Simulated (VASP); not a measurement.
# Ba3Re (Pm-3m) in VASP: notebook, part 2 of 3

VASP 6.6.1. The steps go on from the part before.

## (3) Single point, PBE

This run uses another cell than the first one, of 34.90 Å³/atom.

File INCAR:

```
PREC     = Accurate       # precision mode
ENCUT    = 520            # plane-wave cutoff, eV
EDIFF    = 1E-6           # SCF threshold, eV
ISMEAR   = 0              # smearing method
SIGMA    = 0.1            # smearing width, eV
LREAL    = False          # projectors in reciprocal space
LASPH    = True           # aspherical terms in the spheres
NELM     = 100            # most SCF steps
ALGO     = Fast           # electronic algorithm
ISIF     = 2              # what is computed and relaxed
LWAVE    = False          # write WAVECAR
LCHARG   = False          # write CHGCAR
GGA      = PE             # functional
NBANDS   = 26             # bands
```

File KPOINTS:

```
Automatic mesh
0
Gamma
  10 10 10
```

File POSCAR:

```
Ba3Re
1.0
    5.1876873016      0.0000000000      0.0000000000
    0.0000000000      5.1876873016      0.0000000000
    0.0000000000      0.0000000000      5.1876873016
Ba Re
3 1
Direct
    0.0000000000      0.5000000000      0.5000000000
    0.5000000000      0.0000000000      0.5000000000
    0.5000000000      0.5000000000      0.0000000000
    0.0000000000      0.0000000000      0.0000000000
```

Potentials or basis: VASP PAW PBE potentials, release 64 (Ba_sv, Re).

The run is started by

```bash
> cat potpaw_PBE.64/Ba_sv/POTCAR potpaw_PBE.64/Re/POTCAR > POTCAR
> mpirun -np 1 vasp_std > vasp.out
```

OUTCAR:

```text
PREC = Accurate
   ENCUT = 520
   EDIFF = 1E-6
   ISMEAR = 0
   LREAL = False
   LASPH = True
   NELM = 100
   ISIF = 2
   GGA = PE

 ion  position               nearest neighbor table
   1  0.000  0.500  0.500-   2 3.67   3 3.67   4 3.67   3 3.67   4 3.67   2 3.67   4 3.67   4 3.67
                             2 3.67   3 3.67   3 3.67   2 3.67
   2  0.500  0.000  0.500-   1 3.67   3 3.67   4 3.67   3 3.67   4 3.67   1 3.67   3 3.67   3 3.67
                             1 3.67   4 3.67   4 3.67   1 3.67
   3  0.500  0.500  0.000-   1 3.67   2 3.67   4 3.67   1 3.67   2 3.67   2 3.67   4 3.67   2 3.67
                             1 3.67   4 3.67   1 3.67   4 3.67
   4  0.000  0.000  0.000-   1 3.67   2 3.67   3 3.67   1 3.67   2 3.67   1 3.67   3 3.67   1 3.67
                             2 3.67   3 3.67   2 3.67   3 3.67

  LATTYP: Found a simple cubic cell.
 ALAT       =     5.1876873016

  Lattice vectors:

 A1 = (   5.1876873016,   0.0000000000,   0.0000000000)
 A2 = (   0.0000000000,   5.1876873016,   0.0000000000)
 A3 = (   0.0000000000,   0.0000000000,   5.1876873016)

Analysis of symmetry for initial positions (statically):
=====================================================================
 Subroutine PRICEL returns:
 Original cell was already a primitive cell.

 Routine SETGRP: Setting up the symmetry group for a
 simple cubic supercell.

 Subroutine GETGRP returns: Found 48 space group operations
 (whereof 48 operations were pure point group operations)
 out of a pool of 48 trial point group operations.

The static configuration has the point symmetry O_h .

Analysis of symmetry for dynamics (positions and initial velocities):
=====================================================================
 Subroutine PRICEL returns:
 Original cell was already a primitive cell.

 Routine SETGRP: Setting up the symmetry group for a
 simple cubic supercell.

 Subroutine GETGRP returns: Found 48 space group operations
[... 121 lines left out ...]
   EFERMI =   0.00;   METHOD = LEGACY
   ISMEAR =     0;   SIGMA  =   0.10  broadening in eV -4-tet -1-fermi 0-gaus
   EFERMI_NEDOS =   21; number of points for ismear=-14 and -15
   IALGO  =     68    algorithm
   IMIX   =      4    mixing-type and parameters
     AMIX     =   0.40;   BMIX     =  1.00
     AMIX_MAG =   1.60;   BMIX_MAG =  1.00
  volume/ion in A,a.u.               =      34.90       235.54
  Fermi-wavevector in a.u.,A,eV,Ry     =   1.051562  1.987164 15.045091  1.105783
  Thomas-Fermi vector in A             =   2.186610
   LORBIT       =      0    0 simple, 1 ext, 2 COOP (PROOUT), +10 PAW based schemes
   GGA     = PE    functional components
   LHFCALC =     F    Hartree Fock is set to
   AEXX    =    0.0000 exact exchange contribution
   IVDW    =     0    specifies the selected vdW correction
   LEPSILON=     F    determine dielectric tensor
   LRPA    =     F    only Hartree local field effects (RPA)
 non-spin polarized calculation
 RMM-DIIS sequential band-by-band and
 Gauss-broadening in eV      SIGMA  =   0.10
  energy-cutoff  :      520.00
  volume of cell :      139.61
 maximum number of plane-waves:      3840
 NGX is ok and might be reduce to    40
   NGX = 19   NGY = 19   NGZ = 19

 number of electron      37.0000007 magnetization

 Free energy of the ion-electron system (eV)
  ---------------------------------------------------
  ext. energy  EPLUGINS =         0.00000000
  ---------------------------------------------------
  free energy    TOTEN  =       -13.61708660 eV

  energy without entropy =      -13.57700089  energy(sigma->0) =      -13.59704374

 E-fermi :   3.3486     XC(G=0):  -9.4810

 val. band max:        3.3440892950   @ k =   0.5000   0.3000   0.2000
 cond. band min:       3.3527743039   @ k =   0.3000   0.3000   0.2000
 fundamental gap:      0.0086850089
 Fermi energy:         3.3486377857

 k-point     1 :       0.0000    0.0000    0.0000
  band No.  band energies     occupation
      1     -24.9064      2.00000
      2     -24.4926      2.00000
      3     -24.4926      2.00000
      4     -10.8172      2.00000
      5     -10.8172      2.00000
      6     -10.8172      2.00000
[... 685 lines left out ...]
     25       5.7729      0.00000
     26       6.6011      0.00000

 [... further k-points ...]
[... 5 lines left out ...]
  --------------------------------------------------------------------------------------
  -------------------------------------------------------------------------------------
  Total        0.8183749      0.8183749      0.8183749      0.0000000      0.0000000      0.0000000
  in kB        9.3916419      9.3916419      9.3916419      0.0000000      0.0000000      0.0000000
  external PRESSURE =       9.3916419 kB  Pullay stress =       0.0000000 kB

 VOLUME and BASIS-vectors are now :
 -----------------------------------------------------------------------------
  energy-cutoff  :      520.00
  volume of cell :      139.61
      direct lattice vectors                 reciprocal lattice vectors
     5.187687302  0.000000000  0.000000000     0.192764124  0.000000000  0.000000000
     0.000000000  5.187687302  0.000000000     0.000000000  0.192764124  0.000000000
     0.000000000  0.000000000  5.187687302     0.000000000  0.000000000  0.192764124

 POSITION                                       TOTAL-FORCE (eV/Angst)
 -----------------------------------------------------------------------------------
      0.00000      2.59384      2.59384         0.000000      0.000000      0.000000
      2.59384      0.00000      2.59384         0.000000      0.000000      0.000000
      2.59384      2.59384      0.00000         0.000000      0.000000      0.000000
      0.00000      0.00000      0.00000         0.000000      0.000000      0.000000
 -----------------------------------------------------------------------------------
    total drift:                                0.000000     -0.000000     -0.000000

  FREE ENERGIE OF THE ION-ELECTRON SYSTEM (eV)
  ---------------------------------------------------
  free  energy   TOTEN  =       -13.6170865961 eV

  energy  without entropy=      -13.5770008901  energy(sigma->0) =      -13.59704374
```

It took 5.6 min on 1 thread of Intel Xeon Platinum 8559C (Emerald Rapids), shared host; peak memory 0.38 GiB.

Results:

```
Free energy            : -13.6171 eV
Pressure               : 0.9 GPa
Band gap on the k mesh : zero (an odd number of electrons rules out a gap without spin polarisation)
```

Levels at points of the mesh, in eV from the Fermi level:
| k point | band 15 | band 16 | band 17 | band 18 | band 19 | band 20 | band 21 | band 22 | band 23 | band 24 |
| --- | --- | --- | --- | --- | --- | --- | --- | --- | --- | --- |
| (0.00, 0.00, 0.00) | -1.58 | -1.58 | -1.21 | -1.21 | -1.21 | 1.30 | 1.30 | 1.30 | 2.62 | 2.62 |
| (0.50, 0.00, 0.00) | -0.69 | -0.66 | -0.55 | -0.02 | -0.02 | 0.02 | 0.45 | 0.90 | 0.90 | 2.97 |
| (0.50, 0.50, 0.00) | -0.25 | -0.06 | -0.06 | 0.22 | 0.22 | 0.22 | 0.26 | 1.11 | 1.11 | 1.17 |
| (0.50, 0.50, 0.50) | -1.25 | -1.25 | 0.01 | 0.01 | 0.94 | 0.94 | 0.94 | 2.48 | 2.49 | 2.49 |

Caveat: spin-orbit coupling is left out, which moves the levels of the heavy elements.

## (4) Single point, PBE

This run uses another cell than the first one, of 34.90 Å³/atom.

File INCAR:

```
SYSTEM = Ba3Re
ALGO     = Fast           ! electronic algorithm
EDIFF    = 1E-6           ! SCF threshold, eV
ENCUT    = 520            ! plane-wave cutoff, eV
GGA      = PE             ! functional
ISIF     = 2              ! what is computed and relaxed
ISMEAR   = 0              ! smearing method
LASPH    = .TRUE.         ! aspherical terms in the spheres
LCHARG   = .FALSE.        ! write CHGCAR
LREAL    = .FALSE.        ! projectors in reciprocal space
LWAVE    = .FALSE.        ! write WAVECAR
NBANDS   = 26             ! bands
NELM     = 100            ! most SCF steps
PREC     = Accurate       ! precision mode
SIGMA    = 0.1            ! smearing width, eV
```

File KPOINTS:

```
k-points
0
G
  10 10 10
  0 0 0
```

POSCAR is that of step 3.

Potentials or basis: VASP PAW PBE potentials, release 64 (Ba_sv, Re).

The run is started by

```bash
> cat potpaw_PBE.64/Ba_sv/POTCAR potpaw_PBE.64/Re/POTCAR > POTCAR
> mpirun -np 1 vasp_std > vasp.out
```

OUTCAR:

```text
SYSTEM = Ba3Re
   EDIFF = 1E-6
   ENCUT = 520
   GGA = PE
   ISIF = 2
   ISMEAR = 0
   LASPH = .TRUE.
   LREAL = .FALSE.
   NELM = 100
   PREC = Accurate

 ion  position               nearest neighbor table
   1  0.000  0.500  0.500-   2 3.67   3 3.67   4 3.67   3 3.67   4 3.67   2 3.67   4 3.67   4 3.67
                             2 3.67   3 3.67   3 3.67   2 3.67
   2  0.500  0.000  0.500-   1 3.67   3 3.67   4 3.67   3 3.67   4 3.67   1 3.67   3 3.67   3 3.67
                             1 3.67   4 3.67   4 3.67   1 3.67
   3  0.500  0.500  0.000-   1 3.67   2 3.67   4 3.67   1 3.67   2 3.67   2 3.67   4 3.67   2 3.67
                             1 3.67   4 3.67   1 3.67   4 3.67
   4  0.000  0.000  0.000-   1 3.67   2 3.67   3 3.67   1 3.67   2 3.67   1 3.67   3 3.67   1 3.67
                             2 3.67   3 3.67   2 3.67   3 3.67

  LATTYP: Found a simple cubic cell.
 ALAT       =     5.1876873016

  Lattice vectors:

 A1 = (   5.1876873016,   0.0000000000,   0.0000000000)
 A2 = (   0.0000000000,   5.1876873016,   0.0000000000)
 A3 = (   0.0000000000,   0.0000000000,   5.1876873016)

Analysis of symmetry for initial positions (statically):
=====================================================================
 Subroutine PRICEL returns:
 Original cell was already a primitive cell.

 Routine SETGRP: Setting up the symmetry group for a
 simple cubic supercell.

 Subroutine GETGRP returns: Found 48 space group operations
 (whereof 48 operations were pure point group operations)
 out of a pool of 48 trial point group operations.

The static configuration has the point symmetry O_h .

Analysis of symmetry for dynamics (positions and initial velocities):
=====================================================================
 Subroutine PRICEL returns:
 Original cell was already a primitive cell.

 Routine SETGRP: Setting up the symmetry group for a
 simple cubic supercell.

[... 121 lines left out ...]
   EMIN   =  10.00;   EMAX   =-10.00  energy-range for DOS
   EFERMI =   0.00;   METHOD = LEGACY
   ISMEAR =     0;   SIGMA  =   0.10  broadening in eV -4-tet -1-fermi 0-gaus
   EFERMI_NEDOS =   21; number of points for ismear=-14 and -15
   IALGO  =     68    algorithm
   IMIX   =      4    mixing-type and parameters
     AMIX     =   0.40;   BMIX     =  1.00
     AMIX_MAG =   1.60;   BMIX_MAG =  1.00
  volume/ion in A,a.u.               =      34.90       235.54
  Fermi-wavevector in a.u.,A,eV,Ry     =   1.051562  1.987164 15.045091  1.105783
  Thomas-Fermi vector in A             =   2.186610
   LORBIT       =      0    0 simple, 1 ext, 2 COOP (PROOUT), +10 PAW based schemes
   GGA     = PE    functional components
   LHFCALC =     F    Hartree Fock is set to
   AEXX    =    0.0000 exact exchange contribution
   IVDW    =     0    specifies the selected vdW correction
   LEPSILON=     F    determine dielectric tensor
   LRPA    =     F    only Hartree local field effects (RPA)
 non-spin polarized calculation
 RMM-DIIS sequential band-by-band and
 Gauss-broadening in eV      SIGMA  =   0.10
  energy-cutoff  :      520.00
  volume of cell :      139.61
 maximum number of plane-waves:      3840
 NGX is ok and might be reduce to    40
   NGX = 19   NGY = 19   NGZ = 19

 number of electron      37.0000007 magnetization

 Free energy of the ion-electron system (eV)
  ---------------------------------------------------
  ext. energy  EPLUGINS =         0.00000000
  ---------------------------------------------------
  free energy    TOTEN  =       -13.61708660 eV

  energy without entropy =      -13.57700089  energy(sigma->0) =      -13.59704374

 E-fermi :   3.3486     XC(G=0):  -9.4810

 val. band max:        3.3440892950   @ k =   0.5000   0.3000   0.2000
 cond. band min:       3.3527743039   @ k =   0.3000   0.3000   0.2000
 fundamental gap:      0.0086850089
 Fermi energy:         3.3486377857

 k-point     1 :       0.0000    0.0000    0.0000
  band No.  band energies     occupation
      1     -24.9064      2.00000
      2     -24.4926      2.00000
      3     -24.4926      2.00000
      4     -10.8172      2.00000
      5     -10.8172      2.00000
      6     -10.8172      2.00000
[... 685 lines left out ...]
     25       5.7729      0.00000
     26       6.6011      0.00000

 [... further k-points ...]
[... 5 lines left out ...]
  --------------------------------------------------------------------------------------
  -------------------------------------------------------------------------------------
  Total        0.8183749      0.8183749      0.8183749      0.0000000      0.0000000      0.0000000
  in kB        9.3916419      9.3916419      9.3916419      0.0000000      0.0000000      0.0000000
  external PRESSURE =       9.3916419 kB  Pullay stress =       0.0000000 kB

 VOLUME and BASIS-vectors are now :
 -----------------------------------------------------------------------------
  energy-cutoff  :      520.00
  volume of cell :      139.61
      direct lattice vectors                 reciprocal lattice vectors
     5.187687302  0.000000000  0.000000000     0.192764124  0.000000000  0.000000000
     0.000000000  5.187687302  0.000000000     0.000000000  0.192764124  0.000000000
     0.000000000  0.000000000  5.187687302     0.000000000  0.000000000  0.192764124

 POSITION                                       TOTAL-FORCE (eV/Angst)
 -----------------------------------------------------------------------------------
      0.00000      2.59384      2.59384         0.000000      0.000000      0.000000
      2.59384      0.00000      2.59384         0.000000      0.000000      0.000000
      2.59384      2.59384      0.00000         0.000000      0.000000      0.000000
      0.00000      0.00000      0.00000         0.000000      0.000000      0.000000
 -----------------------------------------------------------------------------------
    total drift:                                0.000000     -0.000000     -0.000000

  FREE ENERGIE OF THE ION-ELECTRON SYSTEM (eV)
  ---------------------------------------------------
  free  energy   TOTEN  =       -13.6170865961 eV

  energy  without entropy=      -13.5770008901  energy(sigma->0) =      -13.59704374
```

OSZICAR:

```text
N       E                     dE             d eps       ncg     rms          rms(c)
DAV:   1     0.244408581400E+03    0.24441E+03   -0.16354E+04  4452   0.130E+03
DAV:   2     0.895446050962E+00   -0.24351E+03   -0.23677E+03  5578   0.344E+02
DAV:   3    -0.142294202735E+02   -0.15125E+02   -0.14533E+02  5056   0.860E+01
[... 30 lines left out ...]
RMM:  34    -0.136170809309E+02   -0.17310E-05   -0.18449E-05  2977   0.415E-02    0.611E-03
RMM:  35    -0.136170828950E+02   -0.19641E-05   -0.20720E-05  2952   0.430E-02    0.623E-03
RMM:  36    -0.136170841817E+02   -0.12867E-05   -0.13982E-05  2860   0.386E-02    0.645E-03
RMM:  37    -0.136170857160E+02   -0.15343E-05   -0.16467E-05  2922   0.425E-02    0.649E-03
RMM:  38    -0.136170865961E+02   -0.88019E-06   -0.98001E-06  2766   0.365E-02
   1 F= -.13617087E+02 E0= -.13597044E+02  d E =-.400857E-01
```

Run time: 5.4 min. Hardware: 1 thread of Intel Xeon Platinum 8559C (Emerald Rapids), shared host; peak memory 0.38 GiB.

What came out:

```yaml
Free_energy: -13.6171 eV
Pressure: 0.9 GPa
Band_gap_on_the_k_mesh: zero (an odd number of electrons rules out a gap without spin polarisation)
```

Levels at points of the mesh, in eV from the Fermi level:
| k point | band 17 | band 18 | band 19 | band 20 | band 21 | band 22 |
| --- | --- | --- | --- | --- | --- | --- |
| (0.00, 0.00, 0.00) | -1.21 | -1.21 | -1.21 | 1.30 | 1.30 | 1.30 |
| (0.50, 0.00, 0.00) | -0.55 | -0.02 | -0.02 | 0.02 | 0.45 | 0.90 |
| (0.50, 0.50, 0.00) | -0.06 | 0.22 | 0.22 | 0.22 | 0.26 | 1.11 |
| (0.50, 0.50, 0.50) | 0.01 | 0.01 | 0.94 | 0.94 | 0.94 | 2.48 |

Caveat: spin-orbit coupling is left out, which moves the levels of the heavy elements.

[end of part 2 of 3]

The gap in the log of VASP goes by the Fermi energy; the results here count the filled bands.